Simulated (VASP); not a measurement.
Write the native input for VASP 6.6.1 that does the following.

- Task: single point
- Functional: BHLYP
- Potentials or basis: VASP PAW PBE potentials, release 64 (Ti_sv)
- Cutoff: 520 eV
- k mesh: 6 × 6 × 6
- Occupations: fermi-dirac, width 0.05 eV
- Spin: no spin polarisation
- Dipole correction: no
- Grid for exact exchange (PRECFOCK): Normal
- Further INCAR settings: ALGO = Normal; EDIFF = 1e-06; NBANDS = 12

The system is Ti.

```
Ti
1.0
    -1.60750    1.60750    1.60750
     1.60750   -1.60750    1.60750
     1.60750    1.60750   -1.60750
Ti
1
Direct
  0.00000 0.00000 0.00000
```

The input as run:

POSCAR

```
Ti
1.0
   -1.6075008044      1.6075008044      1.6075008044
    1.6075008044     -1.6075008044      1.6075008044
    1.6075008044      1.6075008044     -1.6075008044
Ti
1
Direct
    0.0000000000      0.0000000000      0.0000000000
```

INCAR.step1

```
ALGO = Normal
EDIFF = 1E-5
ENCUT = 520
GGA = PE
ISIF = 2
ISMEAR = -1
LASPH = True
LCHARG = False
LREAL = False
LWAVE = True
NBANDS = 12
NELM = 60
PREC = Accurate
SIGMA = 0.05
```

INCAR.step2

```
AEXX = 0.5
AGGAC = 1.0
AGGAX = 0.5
ALDAC = 0.0
ALDAX = 0.5
ALGO = Normal
EDIFF = 1E-6
ENCUT = 520
GGA = B5
ISIF = 2
ISMEAR = -1
ISTART = 1
LASPH = True
LCHARG = False
LHFCALC = True
LREAL = False
LWAVE = False
NBANDS = 12
NELM = 60
PREC = Accurate
PRECFOCK = Normal
SIGMA = 0.05
```

KPOINTS

```
k-points
0
Gamma
  6 6 6
```

Potentials or basis: VASP PAW PBE potentials, release 64 (Ti_sv).

Command:

```console
$ cat potpaw_PBE.64/Ti_sv/POTCAR > POTCAR
$ cp INCAR.step1 INCAR
$ mpirun -np 1 vasp_std > vasp.out
$ cp INCAR.step2 INCAR
$ mpirun -np 1 vasp_std > vasp.out
```

It gave:

```
Pressure               : 6.3 GPa
Band gap on the k mesh : zero (band 6 reaches 12.28 eV, above the bottom of band 7 at 7.39 eV)
```

Caveat: the k points lie up to 0.46 Å⁻¹ apart; the PAW data sets were made with another functional, which shifts forces and pressure a little.

Run time: 8.3 min on 1 thread of Intel Xeon 6975P-C, on a shared host, peak memory 0.15 GiB.
